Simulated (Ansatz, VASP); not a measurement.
## One calculation of Cs, two programs

```xyz
2
Lattice="-2.5708 2.5708 9.6596 2.5708 -2.5708 9.6596 2.5708 2.5708 -9.6596" Properties=species:S:1:pos:R:3 pbc="T T T"
Cs    2.5708    0.0000    4.8298
Cs    0.0000    0.0000    9.6596
```

Change from the starting cell: volume scaled by 1.02.

Alike in both runs: task single point; functional LDA; k mesh 9 × 9 × 9; occupations fermi-dirac, width 0.03 eV; no spin polarisation.

```csv
,VASP,Ansatz
version,VASP 6.6.1,Ansatz 0.2.0
potentials or method,"VASP PAW LDA potentials, release 64 (Cs_sv), cutoff 520 eV","all-electron LAPW, scalar-relativistic"
```

|  | VASP | Ansatz | Ansatz less VASP |
| --- | --- | --- | --- |
| pressure (GPa) | -0.3 | -0.3 | +0.01 |
| traceless stress, the component that is largest in VASP (GPa) | -0.08 | -0.08 | 0.000 |

LDA's correlation is that of Perdew and Zunger in VASP and of Perdew and Wang (1992) in Ansatz. Ansatz ran all-electron here, and VASP with PAW potentials.

Neither program's run includes spin-orbit coupling.
